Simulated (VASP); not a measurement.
Te:

```
CELL_PARAMETERS angstrom
0.00000 3.30955 3.30955
3.30955 0.00000 3.30955
3.30955 3.30955 0.00000
ATOMIC_POSITIONS crystal
Te 0.87500 0.87500 0.87500
Te 0.12500 0.12500 0.12500
```

- Program: VASP 6.6.1
- Task: relaxation of cell and atoms
- Functional: PBE
- Potentials or basis: VASP PAW PBE potentials, release 64 (Te)
- Cutoff: 600 eV
- k mesh: 11 × 11 × 11
- Occupations: fermi-dirac, width 0.05 eV
- Spin: no spin polarisation

At the start: pressure 11.1 GPa; volume 36.25 Å³/atom.

Question: Where does the relaxation end?

Answer: Over 5 steps the energy falls by 280.9 meV/atom and the volume is 46.33 Å³/atom (+27.8 %); space group Fd-3m (No. 227, to 0.05 Å).

The path:
| step | energy change (eV) | largest force (eV/Å) | pressure (GPa) | volume (Å³) |
| --- | --- | --- | --- | --- |
| 1 | 0.0000 | 0.0000 | 11.10 | 72.50 |
| 2 | -0.4935 | 0.0000 | -2.10 | 102.17 |
| 3 | -0.5616 | 0.0000 | 0.10 | 92.31 |
| 4 | -0.5617 | 0.0000 | -0.02 | 92.74 |
| 5 | -0.5617 | 0.0000 | 0.00 | 92.66 |

Final structure:
```xyz
2
Lattice="0.0000 3.5916 3.5916 3.5916 0.0000 3.5916 3.5916 3.5916 0.0000" Properties=species:S:1:pos:R:3 pbc="T T T"
Te    6.2853    6.2853    6.2853
Te    0.8979    0.8979    0.8979
```

Caveat: the volume moved by over 15 % at a fixed basis, so the end points are rough.
